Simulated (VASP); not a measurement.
# KTaO3 (Pm-3m) in VASP: notebook, part 2 of 2

VASP 6.6.1.

### 4 Single point, LDA (volume scaled by 0.99)

INCAR

```
  ALGO = Normal
  EDIFF = 1E-6
  ENCUT = 520
  GGA = CA
  ISIF = 2
  ISMEAR = -1
  LASPH = True
  LCHARG = False
  LREAL = False
  LWAVE = False
  NBANDS = 27
  NELM = 100
  PREC = Accurate
  SIGMA = 0.01
```

KPOINTS

```
k-points
0
Gamma
  5 5 5
```

POSCAR

```
KTaO3
1.0
    3.9749611044      0.0000000000      0.0000000000
    0.0000000000      3.9749611044      0.0000000000
    0.0000000000      0.0000000000      3.9749611044
K Ta O
1 1 3
Direct
    0.5000000000      0.5000000000      0.5000000000
    0.0000000000      0.0000000000      0.0000000000
    0.5000000000      0.0000000000      0.0000000000
    0.0000000000      0.5000000000      0.0000000000
    0.0000000000      0.0000000000      0.5000000000
```

Potentials or basis: VASP PAW LDA potentials, release 64 (K_sv, Ta_pv, O).

On the command line:

```sh
$ cat potpaw_LDA.64/K_sv/POTCAR potpaw_LDA.64/Ta_pv/POTCAR potpaw_LDA.64/O/POTCAR > POTCAR
$ mpirun -np 1 vasp_std > vasp.out
```

OUTCAR:

```text
EDIFF = 1E-6
   ENCUT = 520
   GGA = CA
   ISIF = 2
   ISMEAR = -1
   LASPH = True
   LREAL = False
   NELM = 100
   PREC = Accurate

 ion  position               nearest neighbor table
   1  0.500  0.500  0.500-   3 2.81   4 2.81   5 2.81   3 2.81   4 2.81   3 2.81   5 2.81   3 2.81
                             4 2.81   5 2.81   4 2.81   5 2.81   2 3.44   2 3.44   2 3.44   2 3.44
   2  0.000  0.000  0.000-   3 1.99   4 1.99   5 1.99   5 1.99   4 1.99   3 1.99   1 3.44   1 3.44
                             1 3.44   1 3.44   1 3.44   1 3.44   1 3.44   1 3.44
   3  0.500  0.000  0.000-   2 1.99   2 1.99   1 2.81   1 2.81   1 2.81   1 2.81
   4  0.000  0.500  0.000-   2 1.99   2 1.99   1 2.81   1 2.81   1 2.81   1 2.81
   5  0.000  0.000  0.500-   2 1.99   2 1.99   1 2.81   1 2.81   1 2.81   1 2.81

  LATTYP: Found a simple cubic cell.
 ALAT       =     3.9749611044

  Lattice vectors:

 A1 = (   3.9749611044,   0.0000000000,   0.0000000000)
 A2 = (   0.0000000000,   3.9749611044,   0.0000000000)
 A3 = (   0.0000000000,   0.0000000000,   3.9749611044)

Analysis of symmetry for initial positions (statically):
[... 166 lines left out ...]
 val. band max:        1.4788345427   @ k =   0.4000   0.4000   0.4000
 cond. band min:       3.6314656506   @ k =   0.0000   0.0000   0.0000
 fundamental gap:      2.1526311079
 Fermi energy:         1.7106226949

 k-point     1 :       0.0000    0.0000    0.0000
  band No.  band energies     occupation
      1     -32.2806      2.00000
      2     -32.2806      2.00000
      3     -32.2806      2.00000
      4     -25.2721      2.00000
      5     -15.7002      2.00000
      6     -14.9585      2.00000
[... 289 lines left out ...]
     26      12.6263      0.00000
     27      13.2777      0.00000

------------------------ aborting loop because EDIFF is reached ----------------------------------------

  FORCE on cell =-STRESS in cart. coord.  units (eV):
  Direction    XX          YY          ZZ          XY          YZ          ZX
  --------------------------------------------------------------------------------------
  -------------------------------------------------------------------------------------
  Total       -0.9311382     -0.9311382     -0.9311382      0.0000000      0.0000000     -0.0000000
  in kB      -23.7534149    -23.7534149    -23.7534149      0.0000000      0.0000000     -0.0000000
  external PRESSURE =     -23.7534149 kB  Pullay stress =       0.0000000 kB

 VOLUME and BASIS-vectors are now :
 -----------------------------------------------------------------------------
  energy-cutoff  :      520.00
  volume of cell :       62.81
      direct lattice vectors                 reciprocal lattice vectors
     3.974961104  0.000000000  0.000000000     0.251574789  0.000000000  0.000000000
     0.000000000  3.974961104  0.000000000     0.000000000  0.251574789  0.000000000
     0.000000000  0.000000000  3.974961104     0.000000000  0.000000000  0.251574789

 POSITION                                       TOTAL-FORCE (eV/Angst)
 -----------------------------------------------------------------------------------
      1.98748      1.98748      1.98748         0.000000      0.000000      0.000000
      0.00000      0.00000      0.00000         0.000000      0.000000      0.000000
      1.98748      0.00000      0.00000         0.000000      0.000000      0.000000
      0.00000      1.98748      0.00000         0.000000      0.000000      0.000000
      0.00000      0.00000      1.98748         0.000000      0.000000      0.000000
 -----------------------------------------------------------------------------------
    total drift:                                0.000000     -0.000000      0.000000

  FREE ENERGIE OF THE ION-ELECTRON SYSTEM (eV)
  ---------------------------------------------------
  free  energy   TOTEN  =       -45.0492250037 eV

  energy  without entropy=      -45.0492250037  energy(sigma->0) =      -45.04922500
```

stdout:

```text
POSCAR found type information on POSCAR K TaO
 POSCAR found :  3 types and       5 ions
 scaLAPACK will be used
 LDA part: xc-table for (Slater(with rela. corr.)+CA(PZ))
 , standard interpolation
 POSCAR, INCAR and KPOINTS ok, starting setup
 FFT: planning ... GRIDC
 FFT: planning ... GRID_SOFT
 FFT: planning ... GRID
 WAVECAR not read
 entering main loop
```

It took 12 s on 1 thread of Intel Xeon Platinum 8488C (Sapphire Rapids), shared host; peak memory 0.15 GiB.

Results:

| Item | Value |
| --- | --- |
| Free energy | -45.0492 eV |
| Pressure | -2.4 GPa |
| Band gap on the k mesh | 2.15 eV, indirect (least direct gap 2.66 eV) |

Levels at points of the mesh, in eV from the valence-band top:
```csv
k point,band 15,band 16,band 17,band 18,band 19,band 20,band 21,band 22,band 23,band 24
"(0.00, 0.00, 0.00)",-0.98,-0.98,-0.50,-0.50,-0.50,2.15,2.15,2.15,6.57,6.99
```

Caveat: spin-orbit coupling is left out, which moves the levels of the heavy elements. A k mesh can miss the band edges.

### 5 Single point, LDA (volume scaled by 1.02)

INCAR

```
SYSTEM = KTaO3
ALGO     = Normal         ! electronic algorithm
EDIFF    = 1E-6           ! SCF threshold, eV
ENCUT    = 520            ! plane-wave cutoff, eV
GGA      = CA             ! functional
ISIF     = 2              ! what is computed and relaxed
ISMEAR   = -1             ! smearing method
LASPH    = .True.         ! aspherical terms in the spheres
LCHARG   = .True.         ! write CHGCAR
LELF     = .True.         ! ELF
LREAL    = .False.        ! projectors in reciprocal space
LVHAR    = .True.       
LWAVE    = .False.        ! write WAVECAR
NBANDS   = 27             ! bands
NELM     = 80             ! most SCF steps
PREC     = Accurate       ! precision mode
SIGMA    = 0.01           ! smearing width, eV
```

KPOINTS

```
k-points
0
Gamma
  5 5 5
  0 0 0
```

POSCAR, as its differences from that of step 4:

```diff
@@ -2,5 +2,5 @@
 1.0
-    3.9749611044      0.0000000000      0.0000000000
-    0.0000000000      3.9749611044      0.0000000000
-    0.0000000000      0.0000000000      3.9749611044
+    4.0147133525      0.0000000000      0.0000000000
+    0.0000000000      4.0147133525      0.0000000000
+    0.0000000000      0.0000000000      4.0147133525
 K Ta O
```

On the command line:

```sh
$ cat potpaw_LDA.64/K_sv/POTCAR potpaw_LDA.64/Ta_pv/POTCAR potpaw_LDA.64/O/POTCAR > POTCAR
$ mpirun -np 1 vasp_std > vasp.out
```

It took 15 s on 1 thread of Intel Xeon Platinum 8488C (Sapphire Rapids), shared host; peak memory 0.15 GiB.

It converged, with:

```
Free energy            : -44.9877 eV
Pressure               : -8.2 GPa
Band gap on the k mesh : 2.09 eV, indirect (least direct gap 2.61 eV)
```

Levels at points of the mesh, in eV from the valence-band top:
| k point | band 16 | band 17 | band 18 | band 19 | band 20 | band 21 | band 22 | band 23 |
| --- | --- | --- | --- | --- | --- | --- | --- | --- |
| (0.00, 0.00, 0.00) | -0.94 | -0.52 | -0.52 | -0.52 | 2.09 | 2.09 | 2.09 | 6.33 |

Caveat: spin-orbit coupling is left out, which moves the levels of the heavy elements.

### 6 The runs side by side

```csv
cell,gap on the mesh (eV),pressure (GPa)
"a = 3.988 Å, 5 atoms",2.13,-4.4
"a = 3.934 Å, 5 atoms",2.22,4.4
"a = 3.975 Å, 5 atoms",2.15,-2.4
"a = 4.015 Å, 5 atoms",2.09,-8.2
```

Alike in all rows: task single point; level LDA; potentials or basis VASP PAW LDA potentials, release 64 (K_sv, Ta_pv, O); no spin polarisation; k mesh 5 × 5 × 5; cutoff (eV) 520; smearing fermi-dirac 0.01 eV.

Caveats: spin-orbit coupling is left out, which moves the levels of the heavy elements.

Total energies depend on the potentials used, so only differences within one code and one set of settings carry meaning.
